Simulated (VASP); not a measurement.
# SiC (P1) in VASP: single point with r2SCAN

Aim: the single point of SiC with r2SCAN.

Everything below comes from runs of VASP 6.6.1. Logs are shortened: lines on timing, memory, paths and dates and some standing lists are left out, and cuts for length are marked.

### 1 The cell of the first run

The typed cell holds 4 atoms: a = 3.075 Å, b = 3.075 Å, c = 5.048 Å, α = 90.00°, β = 90.00°, γ = 120.00°.

### 2 Single point, r2SCAN (atom 3 (C) moved by (+0.200, -0.100) A along [1 1 0] and z)

Contents of POSCAR:

```
SiC
1.0
    3.0751950076      0.0000000000      0.0000000000
   -1.5375975038      2.6631969982      0.0000000000
    0.0000000000      0.0000000000      5.0481668526
Si C
2 2
Direct
    0.3333333333      0.6666666667      0.0046028828
    0.6666666667      0.3333333333      0.5046028828
    0.4058721524      0.7197687678      0.3605879463
    0.6666666667      0.3333333333      0.8803971172
```

Contents of INCAR.step1:

```
PREC     = Accurate       # precision mode
ENCUT    = 520            # plane-wave cutoff, eV
ISMEAR   = 0              # smearing method
SIGMA    = 0.05           # smearing width, eV
LREAL    = False          # projectors in reciprocal space
LASPH    = True           # aspherical terms in the spheres
NELM     = 80             # most SCF steps
NBANDS   = 16             # bands
GGA      = PE             # functional
ALGO     = Normal         # electronic algorithm
EDIFF    = 1E-4           # SCF threshold, eV
LWAVE    = True           # write WAVECAR
LCHARG   = False          # write CHGCAR
```

Contents of INCAR.step2:

```
PREC     = Accurate       # precision mode
ENCUT    = 520            # plane-wave cutoff, eV
EDIFF    = 1E-6           # SCF threshold, eV
ISMEAR   = 0              # smearing method
SIGMA    = 0.05           # smearing width, eV
LREAL    = False          # projectors in reciprocal space
LASPH    = True           # aspherical terms in the spheres
NELM     = 80             # most SCF steps
ALGO     = Normal         # electronic algorithm
ISIF     = 2              # what is computed and relaxed
LWAVE    = False          # write WAVECAR
LCHARG   = False          # write CHGCAR
METAGGA  = R2SCAN         # meta-GGA
LMIXTAU  = True         
NBANDS   = 16             # bands
ISTART   = 1
```

Contents of KPOINTS:

```
Automatic mesh
0
Gamma
  12 12 6
```

Potentials or basis: VASP PAW PBE potentials, release 64 (Si, C).

Run with:

```sh
> cat potpaw_PBE.64/Si/POTCAR potpaw_PBE.64/C/POTCAR > POTCAR
> cp INCAR.step1 INCAR
> mpirun -np 1 vasp_std > vasp.out
> cp INCAR.step2 INCAR
> mpirun -np 1 vasp_std > vasp.out
```

OUTCAR:

```text
PREC = Accurate
   ENCUT = 520
   EDIFF = 1E-6
   ISMEAR = 0
   LREAL = False
   LASPH = True
   NELM = 80
   ISIF = 2
   METAGGA = R2SCAN
   ISTART = 1

 ion  position               nearest neighbor table
   1  0.333  0.667  0.005-   3 1.81   4 1.88   4 1.88   4 1.88   2 3.09   2 3.09   2 3.09   2 3.09
                             2 3.09   2 3.09
   2  0.667  0.333  0.505-   3 1.79   3 1.88   4 1.90   3 2.10   1 3.09   1 3.09   1 3.09   1 3.09
                             1 3.09   1 3.09
   3  0.406  0.720  0.361-   2 1.79   1 1.81   2 1.88   2 2.10
   4  0.667  0.333  0.880-   1 1.88   1 1.88   1 1.88   2 1.90

  LATTYP: Found a hexagonal cell.
 ALAT       =     3.0751950076
 C/A-ratio  =     1.6415761733

  Lattice vectors:

 A1 = (   3.0751950076,   0.0000000000,   0.0000000000)
 A2 = (  -1.5375975038,   2.6631969982,   0.0000000000)
 A3 = (   0.0000000000,   0.0000000000,   5.0481668526)

Analysis of symmetry for initial positions (statically):
=====================================================================
 Subroutine PRICEL returns:
 Original cell was already a primitive cell.

 Routine SETGRP: Setting up the symmetry group for a
 hexagonal supercell.

 Subroutine GETGRP returns: Found  1 space group operations
 (whereof  1 operations were pure point group operations)
 out of a pool of 24 trial point group operations.

The static configuration has the point symmetry C_1 .

Analysis of symmetry for dynamics (positions and initial velocities):
=====================================================================
 Subroutine PRICEL returns:
 Original cell was already a primitive cell.

 Routine SETGRP: Setting up the symmetry group for a
 hexagonal supercell.

 Subroutine GETGRP returns: Found  1 space group operations
 (whereof  1 operations were pure point group operations)
 out of a pool of 24 trial point group operations.

The dynamic configuration has the point symmetry C_1 .

 Subroutine INISYM returns: Found  1 space group operations
 (whereof  1 operations are pure point group operations),
 and found     1 'primitive' translations

----------------------------------------------------------------------------------------

                                     Primitive cell

  volume of cell :      41.3437

  direct lattice vectors                    reciprocal lattice vectors
     3.075195008  0.000000000  0.000000000     0.325182630  0.187744279  0.000000000
    -1.537597504  2.663196998  0.000000000     0.000000000  0.375488558  0.000000000
     0.000000000  0.000000000  5.048166853     0.000000000  0.000000000  0.198091709

  length of vectors
     3.075195008  3.075195008  5.048166853     0.375488558  0.375488558  0.198091709

  position of ions in fractional coordinates (direct lattice)
     0.333333333  0.666666667  0.004602883
     0.666666667  0.333333333  0.504602883
     0.405872152  0.719768768  0.360587946
     0.666666667  0.333333333  0.880397117

  ion indices of the primitive-cell ions
   primitive index   ion index
                 1           1
                 2           2
                 3           3
                 4           4

----------------------------------------------------------------------------------------

 KPOINTS: Automatic mesh

Automatic generation of k-mesh.
 Grid dimensions read from file:
 generate k-points for:   12   12    6

 Generating k-lattice:

  Cartesian coordinates                     Fractional coordinates (reciprocal lattice)
     0.027098552  0.015645357  0.000000000     0.083333333 -0.000000000  0.000000000
     0.000000000  0.031290713  0.000000000     0.000000000  0.083333333  0.000000000
     0.000000000  0.000000000  0.033015285     0.000000000  0.000000000  0.166666667

  Length of vectors
     0.031290713  0.031290713  0.033015285

  Shift w.r.t. Gamma in fractional coordinates (k-lattice)
     0.000000000  0.000000000  0.000000000

 Subroutine IBZKPT returns following result:
 ===========================================

 Found    436 irreducible k-points:

 Following reciprocal coordinates:
            Coordinates               Weight
  0.000000  0.000000  0.000000      1.000000
  0.083333  0.000000  0.000000      2.000000
  0.000000  0.083333  0.000000      2.000000
 -0.083333  0.083333  0.000000      2.000000
  0.166667  0.000000  0.000000      2.000000
  0.000000  0.166667  0.000000      2.000000
[... 16 lines left out ...]
  0.166667  0.083333  0.000000      2.000000
 -0.083333  0.250000  0.000000      2.000000
 [... further k-points ...]
   k-points           NKPTS =    436   k-points in BZ     NKDIM =    436   number of bands    NBANDS=     16
   number of dos      NEDOS =    301   number of ions     NIONS =      4
   total plane-waves  NPLWV =  23040
   dimension x,y,z NGX =    24 NGY =   24 NGZ =   40
   dimension x,y,z NGXF=    48 NGYF=   48 NGZF=   80
   ions per type =               2   2
   NGX,Y,Z   is equivalent  to a cutoff of  12.97, 12.97, 13.17 a.u.
   NGXF,Y,Z  is equivalent  to a cutoff of  25.95, 25.95, 26.35 a.u.
 SYSTEM =  unknown system
   PREC   = accura    normal or accurate (medium, high low for compatibility)
   ISTART =      1    job   : 0-new  1-cont  2-samecut
   ICHARG =      0    charge: 1-file 2-atom 10-const
   ISPIN  =      1    spin polarized calculation?
   LNONCOLLINEAR =      F non collinear calculations
   LSORBIT =      F    spin-orbit coupling
   LASPH  =      T    aspherical Exc in radial PAW
   ENCUT  =  520.0 eV  38.22 Ry    6.18 a.u.   5.72  5.72  9.39*2*pi/ulx,y,z
   NELM   =     80;   NELMIN=  2; NELMDL=  0     # of ELM steps
   EDIFF  = 0.1E-05   stopping-criterion for ELM
   LREAL  =      F    real-space projection
[... 7 lines left out ...]
   TEBEG  =    0.0;   TEEND  =   0.0 temperature during run
   PSTRESS=    0.0 pullay stress
   NELECT =      16.0000    total number of electrons
   NUPDOWN=      -1.0000    fix difference up-down
   EMIN   =  10.00;   EMAX   =-10.00  energy-range for DOS
   EFERMI =   0.00;   METHOD = LEGACY
   ISMEAR =     0;   SIGMA  =   0.05  broadening in eV -4-tet -1-fermi 0-gaus
   EFERMI_NEDOS =   21; number of points for ismear=-14 and -15
   IALGO  =     38    algorithm
   IMIX   =      4    mixing-type and parameters
     AMIX     =   0.40;   BMIX     =  1.00
     AMIX_MAG =   1.60;   BMIX_MAG =  1.00
  volume/ion in A,a.u.               =      10.34        69.75
  Fermi-wavevector in a.u.,A,eV,Ry     =   1.193012  2.254466 19.364879  1.423278
  Thomas-Fermi vector in A             =   2.329037
   LORBIT       =      0    0 simple, 1 ext, 2 COOP (PROOUT), +10 PAW based schemes
   METAGGA = R2SCAN    functional components
   LHFCALC =     F    Hartree Fock is set to
   AEXX    =    0.0000 exact exchange contribution
   IVDW    =     0    specifies the selected vdW correction
   LEPSILON=     F    determine dielectric tensor
   LRPA    =     F    only Hartree local field effects (RPA)
 non-spin polarized calculation
 Gauss-broadening in eV      SIGMA  =   0.05
  energy-cutoff  :      520.00
  volume of cell :       41.34
 maximum number of plane-waves:      1126
   NGX = 11   NGY = 11   NGZ = 19

 number of electron      16.0000000 magnetization

 Free energy of the ion-electron system (eV)
  ---------------------------------------------------
  ext. energy  EPLUGINS =         0.00000000
  ---------------------------------------------------
  free energy    TOTEN  =       -38.22376682 eV

  energy without entropy =      -38.22376682  energy(sigma->0) =      -38.22376682

 E-fermi :   8.9350     XC(G=0): -11.9330

 val. band max:        8.6942668701   @ k =   0.0000   0.0000   0.0000
 cond. band min:      10.5165216248   @ k =   0.3333   0.3333   0.0000
 fundamental gap:      1.8222547547
 Fermi energy:         8.9350119845

 k-point     1 :       0.0000    0.0000    0.0000
  band No.  band energies     occupation
      1      -8.2242      2.00000
      2      -4.5234      2.00000
      3      -1.0260      2.00000
      4       6.3826      2.00000
      5       7.1236      2.00000
      6       7.6311      2.00000
[... 8 lines left out ...]
     15      18.4966      0.00000
     16      19.4697      0.00000

 k-point     2 :       0.0833    0.0000    0.0000
  band No.  band energies     occupation
      1      -8.1010      2.00000
      2      -4.4192      2.00000
      3      -0.9135      2.00000
      4       6.1752      2.00000
      5       6.3994      2.00000
      6       7.5074      2.00000
[... 8 lines left out ...]
     15      18.5488      0.00000
     16      18.7780      0.00000

 k-point     3 :       0.0000    0.0833    0.0000
  band No.  band energies     occupation
      1      -8.0988      2.00000
      2      -4.4198      2.00000
      3      -0.9107      2.00000
      4       5.7854      2.00000
      5       6.8302      2.00000
      6       7.4476      2.00000
[... 8 lines left out ...]
     15      18.1894      0.00000
     16      19.0286      0.00000

 k-point     4 :      -0.0833    0.0833    0.0000
  band No.  band energies     occupation
      1      -8.0994      2.00000
      2      -4.4197      2.00000
      3      -0.9114      2.00000
      4       5.8418      2.00000
      5       6.7638      2.00000
      6       7.5168      2.00000
[... 8 lines left out ...]
     15      18.3662      0.00000
     16      19.2013      0.00000
[... 324 lines left out ...]
 k-point    22 :      -0.1667    0.0833    0.0000
  band No.  band energies     occupation
      1      -7.8555      2.00000
      2      -4.2162      2.00000
      3      -0.6913      2.00000
      4       5.2542      2.00000
      5       5.7954      2.00000
      6       7.1638      2.00000
[... 8 lines left out ...]
     15      18.1990      0.00000
     16      18.7051      0.00000

 k-point    23 :       0.1667    0.0833    0.0000
  band No.  band energies     occupation
      1      -7.3734      2.00000
      2      -3.8340      2.00000
      3      -0.2714      2.00000
      4       3.7742      2.00000
      5       4.9592      2.00000
      6       6.2760      2.00000
[... 8 lines left out ...]
     15      18.5830      0.00000
     16      19.3012      0.00000

 k-point    24 :      -0.0833    0.2500    0.0000
  band No.  band energies     occupation
      1      -7.3557      2.00000
      2      -3.8437      2.00000
      3      -0.2523      2.00000
      4       3.4180      2.00000
      5       5.2817      2.00000
      6       5.9630      2.00000
[... 8 lines left out ...]
     15      18.3128      0.00000
     16      19.3946      0.00000

 [... further k-points ...]
[... 5 lines left out ...]
  --------------------------------------------------------------------------------------
  -------------------------------------------------------------------------------------
  Total       -0.7151461      1.1853017      1.3757978     -0.6818330      0.8673221      0.3389963
  in kB      -27.7137751     45.9335295     53.3157535    -26.4228076     33.6109941     13.1369915
  external PRESSURE =      23.8451693 kB  Pullay stress =       0.0000000 kB

 VOLUME and BASIS-vectors are now :
 -----------------------------------------------------------------------------
  energy-cutoff  :      520.00
  volume of cell :       41.34
      direct lattice vectors                 reciprocal lattice vectors
     3.075195008  0.000000000  0.000000000     0.325182630  0.187744279  0.000000000
    -1.537597504  2.663196998  0.000000000     0.000000000  0.375488558  0.000000000
     0.000000000  0.000000000  5.048166853     0.000000000  0.000000000  0.198091709

 POSITION                                       TOTAL-FORCE (eV/Angst)
 -----------------------------------------------------------------------------------
     -0.00000      1.77546      0.02324         0.253493      0.261839     -1.039031
      1.53760      0.88773      2.54732         1.134035      2.032246     -0.422366
      0.14142      1.91689      1.82031        -1.371278     -2.298339      2.126700
      1.53760      0.88773      4.44439        -0.016250      0.004254     -0.665302
 -----------------------------------------------------------------------------------
    total drift:                                0.000124      0.000100     -0.000143

  FREE ENERGIE OF THE ION-ELECTRON SYSTEM (eV)
  ---------------------------------------------------
  free  energy   TOTEN  =       -38.2237668219 eV

  energy  without entropy=      -38.2237668219  energy(sigma->0) =      -38.22376682
```

Run time: 25 min. Hardware: 1 thread of Oxide Virtual Turin-like, shared host; peak memory 0.32 GiB.

Results:

* Free energy: -38.2238 eV
* Pressure: 2.4 GPa
* Largest force: 3.418 eV/Å
* Band gap on the k mesh: 1.82 eV (least direct gap 4.19 eV)

Forces in eV/Å, atoms in the order of the input:
```
Si   0.253  0.262 -1.039
Si   1.134  2.032 -0.422
C   -1.371 -2.298  2.127
C   -0.016  0.004 -0.665
```

Caveat: the cell differs from its parent crystal (atom 3 (C) moved by (+0.200, -0.100) A along [1 1 0] and z); the stress differs along the axes, from -3 to 5 GPa; the PAW data sets were made with another functional, which shifts forces and pressure a little. A k mesh can miss the band edges.
